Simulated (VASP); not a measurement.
Wanted: the native input for a VASP 6.6.1 run.

```yaml
Task: single point
Functional: PBE
Dispersion: D3(BJ)
Potentials_or_basis: VASP PAW PBE potentials, release 64 (Al, H)
Cutoff: 520 eV
k_mesh: 6 × 6 × 1
Occupations: gaussian, width 0.1 eV
Spin: no spin polarisation
Dipole_correction: yes
Further_INCAR_settings: ALGO = Normal; EDIFF = 1e-07; NBANDS = 30
```

The structure of Al12H lies in POSCAR:

```
Al12H
1.0
    5.6314608525      0.0000000000      0.0000000000
   -2.8157304263      4.8769881587      0.0000000000
    0.0000000000      0.0000000000     21.5684292007
Al H
12 1
Direct
    0.3333333333      0.1666666667      0.1854562501
    0.3333333333      0.6666666667      0.1854562501
    0.8333333333      0.1666666667      0.1854562501
    0.8333333333      0.6666666667      0.1854562501
    0.1666666667      0.3333333333      0.2913950739
    0.1666666667      0.8333333333      0.2913950739
    0.6666666667      0.3333333333      0.2913950739
    0.6666666667      0.8333333333      0.2913950739
    0.0000000000      0.0000000000      0.3972671872
    0.0000000000      0.5000000000      0.3972671872
    0.5000000000      0.0000000000      0.3972671872
    0.5000000000      0.5000000000      0.3972671872
    0.0000000000      0.1666666667      0.4992681247
```

These files were run (other wordings do the same):

INCAR

```
PREC = Accurate
ENCUT = 520
EDIFF = 1E-7
ISMEAR = 0
SIGMA = 0.1
LREAL = F
LASPH = T
NELM = 60
ALGO = Normal
ISIF = 2
LWAVE = F
LCHARG = F
LDIPOL = T
IDIPOL = 3
DIPOL = 0.5 0.5 0.307
GGA = PE
IVDW = 12
NBANDS = 30
```

KPOINTS

```
Automatic mesh
0
Gamma
  6 6 1
```

Potentials or basis: VASP PAW PBE potentials, release 64 (Al, H).

Run with:

```console
$ cat potpaw_PBE.64/Al/POTCAR potpaw_PBE.64/H/POTCAR > POTCAR
$ mpirun -np 1 vasp_std > vasp.out
```

Results of the run:

| Property | Result |
| --- | --- |
| Largest force | 1.567 eV/Å |
| Dispersion energy per atom | -0.226 eV |

Wall time 8.6 min on 1 thread of Intel(R) Xeon(R) 6975P-C (Granite Rapids) (shared host), peak memory 0.75 GiB.
